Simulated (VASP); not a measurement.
# Al3Si2F (P4mm) in VASP: a series of runs

Al3Si2F is run at these levels: PBE; tasks: single point.

Program: VASP 6.6.1. These are calculated values, not measurements. Logs are shortened: lines on timing, memory, paths and dates and some standing lists are left out, and cuts for length are marked.

### 1 The cell of the first run

It takes space group P4mm (No. 99, tetragonal). The conventional cell has a = 4.288 Å, b = 4.288 Å, c = 5.602 Å, α = 90.00°, β = 90.00°, γ = 90.00°. Within 2.8 Å of Al (site symmetry 2mm) lie 2 F at 2.15 Å and 1 Si at 2.55 Å and 2 Al at 2.70 Å. Within 3.4 Å of Al (site symmetry 4mm) lie 4 Si at 2.57 Å and 4 Al at 2.70 Å and 4 F at 3.37 Å. Si (site symmetry 2mm) has 4 Al at 2.55 to 3.05 Å and 4 Si at 3.03 Å within 3.4 Å. Within 2.8 Å of F (site symmetry 4mm) lie 4 Al at 2.15 Å.

### 2 Single point, PBE

Input file INCAR:

```
PREC = Accurate
ENCUT = 600
EDIFF = 1E-6
ISMEAR = 0
SIGMA = 0.15
LREAL = False
LASPH = True
NELM = 120
ALGO = Normal
ISIF = 2
LWAVE = False
LCHARG = False
GGA = PE
NBANDS = 21
GGA_COMPAT = False
```

Input file KPOINTS:

```
Automatic mesh
0
Gamma
  3 3 3
```

Input file POSCAR:

```
Al3Si2F
1.0
    4.2879881594      0.0000000000      0.0000000000
    0.0000000000      4.2879881594      0.0000000000
    0.0000000000      0.0000000000      5.6016817162
Al Si F
3 2 1
Direct
    0.5000000000      0.0000000000      0.9245001652
    0.0000000000      0.5000000000      0.9245001652
    0.5000000000      0.5000000000      0.2174344140
    0.5000000000      0.0000000000      0.4689181442
    0.0000000000      0.5000000000      0.4689181442
    0.0000000000      0.0000000000      0.9528353471
```

Potentials or basis: VASP PAW PBE potentials, release 64 (Al, Si, F).

Command:

```
cat potpaw_PBE.64/Al/POTCAR potpaw_PBE.64/Si/POTCAR potpaw_PBE.64/F/POTCAR > POTCAR
mpirun -np 1 vasp_std > vasp.out
```

OUTCAR:

```text
PREC = Accurate
   ENCUT = 600
   EDIFF = 1E-6
   ISMEAR = 0
   LREAL = False
   LASPH = True
   NELM = 120
   ISIF = 2
   GGA = PE

 ion  position               nearest neighbor table
   1  0.500  0.000  0.925-   6 2.15   6 2.15   4 2.55   3 2.70   3 2.70   2 3.03   2 3.03   2 3.03
                             2 3.03   4 3.05
   2  0.000  0.500  0.925-   6 2.15   6 2.15   5 2.55   3 2.70   3 2.70   1 3.03   1 3.03   1 3.03
                             1 3.03   5 3.05
   3  0.500  0.500  0.217-   4 2.57   5 2.57   4 2.57   5 2.57   1 2.70   1 2.70   2 2.70   2 2.70

   4  0.500  0.000  0.469-   1 2.55   3 2.57   3 2.57   5 3.03   5 3.03   5 3.03   5 3.03   1 3.05

   5  0.000  0.500  0.469-   2 2.55   3 2.57   3 2.57   4 3.03   4 3.03   4 3.03   4 3.03   2 3.05

   6  0.000  0.000  0.953-   1 2.15   2 2.15   2 2.15   1 2.15

  LATTYP: Found a simple tetragonal cell.
 ALAT       =     4.2879881594
 C/A-ratio  =     1.3063659478

  Lattice vectors:

 A1 = (   4.2879881594,   0.0000000000,   0.0000000000)
 A2 = (   0.0000000000,   4.2879881594,   0.0000000000)
 A3 = (   0.0000000000,   0.0000000000,   5.6016817162)

Analysis of symmetry for initial positions (statically):
=====================================================================
 Subroutine PRICEL returns:
 Original cell was already a primitive cell.

 Routine SETGRP: Setting up the symmetry group for a
 simple tetragonal supercell.

 Subroutine GETGRP returns: Found  8 space group operations
 (whereof  8 operations were pure point group operations)
 out of a pool of 16 trial point group operations.

The static configuration has the point symmetry C_4v.

Analysis of symmetry for dynamics (positions and initial velocities):
=====================================================================
 Subroutine PRICEL returns:
 Original cell was already a primitive cell.

 Routine SETGRP: Setting up the symmetry group for a
 simple tetragonal supercell.

 Subroutine GETGRP returns: Found  8 space group operations
 (whereof  8 operations were pure point group operations)
 out of a pool of 16 trial point group operations.

The dynamic configuration has the point symmetry C_4v.

 Subroutine INISYM returns: Found  8 space group operations
 (whereof  8 operations are pure point group operations),
 and found     1 'primitive' translations

----------------------------------------------------------------------------------------

                                     Primitive cell

  volume of cell :     102.9972

  direct lattice vectors                    reciprocal lattice vectors
     4.287988159  0.000000000  0.000000000     0.233209599  0.000000000  0.000000000
     0.000000000  4.287988159  0.000000000     0.000000000  0.233209599  0.000000000
     0.000000000  0.000000000  5.601681716     0.000000000  0.000000000  0.178517819

  length of vectors
     4.287988159  4.287988159  5.601681716     0.233209599  0.233209599  0.178517819

  position of ions in fractional coordinates (direct lattice)
     0.500000000  0.000000000  0.924500165
     0.000000000  0.500000000  0.924500165
     0.500000000  0.500000000  0.217434414
     0.500000000  0.000000000  0.468918144
     0.000000000  0.500000000  0.468918144
     0.000000000  0.000000000  0.952835347

  ion indices of the primitive-cell ions
   primitive index   ion index
                 1           1
                 2           2
                 3           3
                 4           4
                 5           5
                 6           6

----------------------------------------------------------------------------------------

 KPOINTS: Automatic mesh

Automatic generation of k-mesh.
 Grid dimensions read from file:
 generate k-points for:    3    3    3

 Generating k-lattice:

  Cartesian coordinates                     Fractional coordinates (reciprocal lattice)
     0.077736533  0.000000000  0.000000000     0.333333333  0.000000000  0.000000000
     0.000000000  0.077736533  0.000000000     0.000000000  0.333333333  0.000000000
     0.000000000  0.000000000  0.059505940     0.000000000  0.000000000  0.333333333

  Length of vectors
     0.077736533  0.077736533  0.059505940

  Shift w.r.t. Gamma in fractional coordinates (k-lattice)
     0.000000000  0.000000000  0.000000000

 Subroutine IBZKPT returns following result:
 ===========================================

 Found      6 irreducible k-points:

 Following reciprocal coordinates:
            Coordinates               Weight
  0.000000  0.000000  0.000000      1.000000
  0.333333  0.000000  0.000000      4.000000
  0.333333  0.333333  0.000000      4.000000
  0.000000  0.000000  0.333333      2.000000
  0.333333  0.000000  0.333333      8.000000
  0.333333  0.333333  0.333333      8.000000
   k-points           NKPTS =      6   k-points in BZ     NKDIM =      6   number of bands    NBANDS=     21
   number of dos      NEDOS =    301   number of ions     NIONS =      6
   total plane-waves  NPLWV =  62208
   dimension x,y,z NGX =    36 NGY =   36 NGZ =   48
   dimension x,y,z NGXF=    72 NGYF=   72 NGZF=   96
   ions per type =               3   2   1
   NGX,Y,Z   is equivalent  to a cutoff of  13.96, 13.96, 14.25 a.u.
   NGXF,Y,Z  is equivalent  to a cutoff of  27.91, 27.91, 28.49 a.u.
 SYSTEM =  unknown system
   PREC   = accura    normal or accurate (medium, high low for compatibility)
   ISTART =      0    job   : 0-new  1-cont  2-samecut
   ICHARG =      2    charge: 1-file 2-atom 10-const
   ISPIN  =      1    spin polarized calculation?
   LNONCOLLINEAR =      F non collinear calculations
   LSORBIT =      F    spin-orbit coupling
   LASPH  =      T    aspherical Exc in radial PAW
   ENCUT  =  600.0 eV  44.10 Ry    6.64 a.u.   8.56  8.56 11.19*2*pi/ulx,y,z
   NELM   =    120;   NELMIN=  2; NELMDL= -5     # of ELM steps
   EDIFF  = 0.1E-05   stopping-criterion for ELM
   LREAL  =      F    real-space projection
   EDIFFG = 0.1E-04   stopping-criterion for IOM
   NSW    =      0    number of steps for IOM
   IBRION =     -1    ionic relax: 0-MD 1-quasi-New 2-CG
   NFREE  =      0    steps in history (QN), initial steepest desc. (CG)
   ISIF   =      2    stress and relaxation
   ISYM   =      2    0-nonsym 1-usesym 2-fastsym
   POTIM  = 0.5000    time-step for ionic-motion
   TEBEG  =    0.0;   TEEND  =   0.0 temperature during run
   PSTRESS=    0.0 pullay stress
   NELECT =      24.0000    total number of electrons
   NUPDOWN=      -1.0000    fix difference up-down
   EMIN   =  10.00;   EMAX   =-10.00  energy-range for DOS
   EFERMI =   0.00;   METHOD = LEGACY
   ISMEAR =     0;   SIGMA  =   0.15  broadening in eV -4-tet -1-fermi 0-gaus
   EFERMI_NEDOS =   21; number of points for ismear=-14 and -15
   IALGO  =     38    algorithm
   IMIX   =      4    mixing-type and parameters
     AMIX     =   0.40;   BMIX     =  1.00
     AMIX_MAG =   1.60;   BMIX_MAG =  1.00
  volume/ion in A,a.u.               =      17.17       115.84
  Fermi-wavevector in a.u.,A,eV,Ry     =   1.007403  1.903716 13.808029  1.014861
  Thomas-Fermi vector in A             =   2.140206
   LORBIT       =      0    0 simple, 1 ext, 2 COOP (PROOUT), +10 PAW based schemes
   GGA     = PE    functional components
   LHFCALC =     F    Hartree Fock is set to
   AEXX    =    0.0000 exact exchange contribution
   IVDW    =     0    specifies the selected vdW correction
   LEPSILON=     F    determine dielectric tensor
   LRPA    =     F    only Hartree local field effects (RPA)
 non-spin polarized calculation
 Gauss-broadening in eV      SIGMA  =   0.15
  energy-cutoff  :      600.00
  volume of cell :      103.00
 maximum number of plane-waves:      3450
 NGX is ok and might be reduce to    36
   NGX = 17   NGY = 17   NGZ = 23

 number of electron      23.9999996 magnetization

 Free energy of the ion-electron system (eV)
  ---------------------------------------------------
  ext. energy  EPLUGINS =         0.00000000
  ---------------------------------------------------
  free energy    TOTEN  =       -25.51316444 eV

  energy without entropy =      -25.47526565  energy(sigma->0) =      -25.49421505

 E-fermi :   6.6094     XC(G=0):  -9.7741

 val. band max:        6.5489747276   @ k =   0.3333   0.0000   0.3333
 cond. band min:       6.7217115315   @ k =   0.3333   0.0000   0.3333
 fundamental gap:      0.1727368039
 Fermi energy:         6.6093559510

 k-point     1 :       0.0000    0.0000    0.0000
  band No.  band energies     occupation
      1     -19.5559      2.00000
      2      -4.3572      2.00000
      3      -2.0590      2.00000
      4      -2.0590      2.00000
      5      -1.1046      2.00000
      6       0.5573      2.00000
[... 13 lines left out ...]
     20      11.1223      0.00000
     21      11.3946      0.00000

 k-point     2 :       0.3333    0.0000    0.0000
  band No.  band energies     occupation
      1     -19.5420      2.00000
      2      -3.8997      2.00000
      3      -2.3578      2.00000
      4      -1.9973      2.00000
      5      -0.8916      2.00000
      6      -0.7150      2.00000
[... 13 lines left out ...]
     20      12.6630      0.00000
     21      12.9530      0.00000

 k-point     3 :       0.3333    0.3333    0.0000
  band No.  band energies     occupation
      1     -19.5284      2.00000
      2      -3.4221      2.00000
      3      -2.7914      2.00000
      4      -1.6974      2.00000
      5      -0.6929      2.00000
      6      -0.4986      2.00000
[... 13 lines left out ...]
     20      13.2105      0.00000
     21      13.9714      0.00000

 k-point     4 :       0.0000    0.0000    0.3333
  band No.  band energies     occupation
      1     -19.5557      2.00000
      2      -4.2020      2.00000
      3      -2.0481      2.00000
      4      -2.0481      2.00000
      5      -1.4764      2.00000
      6      -0.2501      2.00000
[... 13 lines left out ...]
     20      11.8372      0.00000
     21      11.9247      0.00000

 k-point     5 :       0.3333    0.0000    0.3333
  band No.  band energies     occupation
      1     -19.5418      2.00000
      2      -3.5872      2.00000
      3      -2.7025      2.00000
      4      -1.9905      2.00000
      5      -1.0464      2.00000
      6      -0.4288      2.00000
[... 13 lines left out ...]
     20      11.8777      0.00000
     21      12.2649      0.00000

 k-point     6 :       0.3333    0.3333    0.3333
  band No.  band energies     occupation
      1     -19.5283      2.00000
      2      -3.0933      2.00000
      3      -2.6430      2.00000
      4      -2.2253      2.00000
      5      -0.7388      2.00000
      6      -0.5755      2.00000
[... 13 lines left out ...]
     20      12.4807      0.00000
     21      12.4829      0.00000

------------------------ aborting loop because EDIFF is reached ----------------------------------------

  FORCE on cell =-STRESS in cart. coord.  units (eV):
  Direction    XX          YY          ZZ          XY          YZ          ZX
  --------------------------------------------------------------------------------------
  -------------------------------------------------------------------------------------
  Total       -0.2697849     -0.2697849      0.3723239      0.0000000     -0.0000000      0.0000000
  in kB       -4.1966489     -4.1966489      5.7916986      0.0000000     -0.0000000      0.0000000
  external PRESSURE =      -0.8671997 kB  Pullay stress =       0.0000000 kB

 VOLUME and BASIS-vectors are now :
 -----------------------------------------------------------------------------
  energy-cutoff  :      600.00
  volume of cell :      103.00
      direct lattice vectors                 reciprocal lattice vectors
     4.287988159  0.000000000  0.000000000     0.233209599  0.000000000  0.000000000
     0.000000000  4.287988159  0.000000000     0.000000000  0.233209599  0.000000000
     0.000000000  0.000000000  5.601681716     0.000000000  0.000000000  0.178517819

 POSITION                                       TOTAL-FORCE (eV/Angst)
 -----------------------------------------------------------------------------------
      2.14399      0.00000      5.17876         0.000000      0.000000      0.016771
      0.00000      2.14399      5.17876         0.000000      0.000000      0.016771
      2.14399      2.14399      1.21800        -0.000000     -0.000000      0.035979
      2.14399      0.00000      2.62673         0.000000     -0.000000     -0.022066
      0.00000      2.14399      2.62673         0.000000     -0.000000     -0.022066
      0.00000      0.00000      5.33748         0.000000     -0.000000     -0.025390
 -----------------------------------------------------------------------------------
    total drift:                                0.000000     -0.000000     -0.000492

  FREE ENERGIE OF THE ION-ELECTRON SYSTEM (eV)
  ---------------------------------------------------
  free  energy   TOTEN  =       -25.5131644385 eV

  energy  without entropy=      -25.4752656536  energy(sigma->0) =      -25.49421505
```

It took 14 s on 1 thread of Intel Xeon Platinum 8559C (Emerald Rapids), shared host; peak memory 0.23 GiB.

Results:

```yaml
Free_energy: -25.5132 eV
Pressure: -0.1 GPa
Largest_force: 0.036 eV/Å
Band_gap_on_the_k_mesh: zero (band 12 reaches 7.37 eV, above the bottom of band 13 at 5.44 eV)
```

Forces on the atoms (eV/Å):
```
Al   0.000  0.000  0.017
Al   0.000  0.000  0.017
Al   0.000  0.000  0.036
Si   0.000  0.000 -0.022
Si   0.000  0.000 -0.022
F    0.000  0.000 -0.025
```

Caveat: the k points lie up to 0.49 Å⁻¹ apart.

### 3 Single point, PBE

This run uses another cell than the first one, of 19.45 Å³/atom, 1.133 times its volume.

INCAR: that of step 2 with these lines changed.

```diff
@@ -11,4 +11,6 @@
 LWAVE = False
-LCHARG = False
+LCHARG = True
 GGA = PE
+LELF = True
+LVHAR = True
 NBANDS = 21
```

Input file KPOINTS:

```
regular mesh
0
Gamma
  3 3 2
```

Input file POSCAR:

```
Al3Si2F
1.0
    4.7864130352      0.0000000000      0.0000000000
    0.0000000000      4.7864130352      0.0000000000
    0.0000000000      0.0000000000      5.0932862989
Al Si F
3 2 1
Direct
    0.5000000000      0.0000000000      0.6664159109
    0.0000000000      0.5000000000      0.6664159109
    0.5000000000      0.5000000000      0.9042285519
    0.5000000000      0.0000000000      0.1760809129
    0.0000000000      0.5000000000      0.1760809129
    0.5000000000      0.5000000000      0.2704580104
```

Potentials or basis: VASP PAW PBE potentials, release 64 (Al, Si, F).

Command:

```
cat potpaw_PBE.64/Al/POTCAR potpaw_PBE.64/Si/POTCAR potpaw_PBE.64/F/POTCAR > POTCAR
mpirun -np 1 vasp_std > vasp.out
```

It took 13 s on 1 thread of Intel Xeon Platinum 8559C (Emerald Rapids), shared host; peak memory 0.24 GiB.

Results (log left out):

```yaml
Free_energy: -23.7098 eV
Pressure: -0.3 GPa
Largest_force: 0.118 eV/Å
Band_gap_on_the_k_mesh: zero (band 12 reaches 5.82 eV, above the bottom of band 13 at 4.77 eV)
```

Forces in eV/Å, atoms in the order of the input:
```
Al   0.000  0.000  0.038
Al   0.000  0.000  0.038
Al   0.000  0.000 -0.118
Si   0.000  0.000 -0.019
Si   0.000  0.000 -0.019
F    0.000  0.000  0.082
```

Levels at points of the mesh, in eV from the Fermi level:
```csv
k point,band 9,band 10,band 11,band 12,band 13,band 14,band 15,band 16
"(0.00, 0.00, 0.00)",-2.18,-2.18,-1.56,0.79,0.92,1.35,1.35,2.11
"(0.00, 0.00, 0.50)",-2.16,-2.16,0.04,0.04,0.09,1.61,2.91,2.91
```

Caveat: the k points lie up to 0.62 Å⁻¹ apart.
